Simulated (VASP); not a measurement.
Input of a VASP 6.6.1 run:

INCAR

```
SYSTEM = KBr
PREC     = Accurate       ! precision mode
ENCUT    = 600            ! plane-wave cutoff, eV
EDIFF    = 1E-6           ! SCF threshold, eV
ISMEAR   = -1             ! smearing method
SIGMA    = 0.05           ! smearing width, eV
LREAL    = .FALSE.        ! projectors in reciprocal space
LASPH    = .TRUE.         ! aspherical terms in the spheres
NELM     = 60             ! most SCF steps
ALGO     = Normal         ! electronic algorithm
ISIF     = 3              ! what is computed and relaxed
LWAVE    = .FALSE.        ! write WAVECAR
LCHARG   = .FALSE.        ! write CHGCAR
GGA      = B5             ! functional
ALDAX    = 1.0          
AGGAX    = 1.0          
AGGAC    = 1.0          
ALDAC    = 0.0          
IBRION   = 2              ! ionic algorithm
NSW      = 80             ! ionic steps
EDIFFG   = -0.005         ! ionic threshold
```

The input KPOINTS:

```
regular mesh
0
G
  7 7 7
  0 0 0
```

The input POSCAR:

```
KBr
1.0
    0.0000000000      3.3000000000      3.3000000000
    3.3000000000      0.0000000000      3.3000000000
    3.3000000000      3.3000000000      0.0000000000
Br K
1 1
Direct
    0.5000000000      0.5000000000      0.5000000000
    0.0000000000      0.0000000000      0.0000000000
```

Potentials or basis: VASP PAW PBE potentials, release 64 (Br, K_sv).

The run is started by

```console
$ cat potpaw_PBE.64/Br/POTCAR potpaw_PBE.64/K_sv/POTCAR > POTCAR
$ mpirun -np 1 vasp_std > vasp.out
```

Task: Predict the relaxed cell.

Result: a = 4.826 Å, b = 4.826 Å, c = 4.826 Å, α = 60.00°, β = 60.00°, γ = 60.00°.

Task: Estimate the relaxed volume.

Result: 39.74 Å³/atom.

Task: What does it give for the band gap on the k mesh?

Result: 4.18 eV, direct.

Final structure:
```yaml
crystal:
  lattice:
    - [0.00000, 3.41261, 3.41261]
    - [3.41261, 0.00000, 3.41261]
    - [3.41261, 3.41261, 0.00000]
  atoms:
    - { symbol: Br, position: [0.50000, 0.50000, 0.50000] }
    - { symbol: K, position: [0.00000, 0.00000, 0.00000] }
```

Caveat: the PAW data sets were made with another functional, which shifts forces and pressure a little; the volume moved by +11 % from the deposited cell, more than functionals usually miss. BLYP gives volumes clearly too large for solids.
